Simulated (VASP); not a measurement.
# AlN: single point with LDA

The system is AlN.

```
Al N
1.0
     3.08862    0.00000    0.00000
    -1.54431    2.67482    0.00000
     0.00000    0.00000    4.54810
Al N
2 2
Direct
  0.33333 0.66667 0.98966
  0.66667 0.33333 0.48966
  0.33333 0.66667 0.39534
  0.66667 0.33333 0.89534
```

```yaml
Program: VASP 6.6.1
Task: single point
Functional: LDA
Potentials_or_basis: VASP PAW LDA potentials, release 64 (Al, N)
Cutoff: 520 eV
k_mesh: 9 × 9 × 6
Occupations: gaussian, width 0.05 eV
Spin: no spin polarisation
```

The pressure is 18.6 GPa. The largest force is 0.015 eV/Å. The band gap on the k mesh is 4.54 eV, direct.

Forces in eV/Å, atoms in the order of the input:
```
Al   0.000  0.000 -0.015
Al   0.000  0.000 -0.015
N    0.000  0.000  0.015
N    0.000  0.000  0.015
```

Stress tensor (GPa, compression positive):
```
14.63  0.00  0.00
 0.00 14.63  0.00
 0.00  0.00 26.46
```

Levels at points of the mesh, in eV from the valence-band top:
| k point | band 5 | band 6 | band 7 | band 8 | band 9 | band 10 | band 11 | band 12 |
| --- | --- | --- | --- | --- | --- | --- | --- | --- |
| (0.00, 0.00, 0.00) | -2.04 | -1.07 | -1.07 | 0.00 | 4.54 | 6.16 | 10.24 | 10.24 |
| (0.00, 0.00, 0.50) | -1.58 | -1.58 | -1.58 | -1.58 | 6.52 | 6.52 | 10.56 | 10.56 |

It took 7.2 s on 1 thread of Intel(R) Xeon(R) 6975P-C (Granite Rapids), on a shared host, peak memory 0.14 GiB.

A k mesh can miss the band edges. LDA gaps usually lie below the measured ones, often by a third to a half.
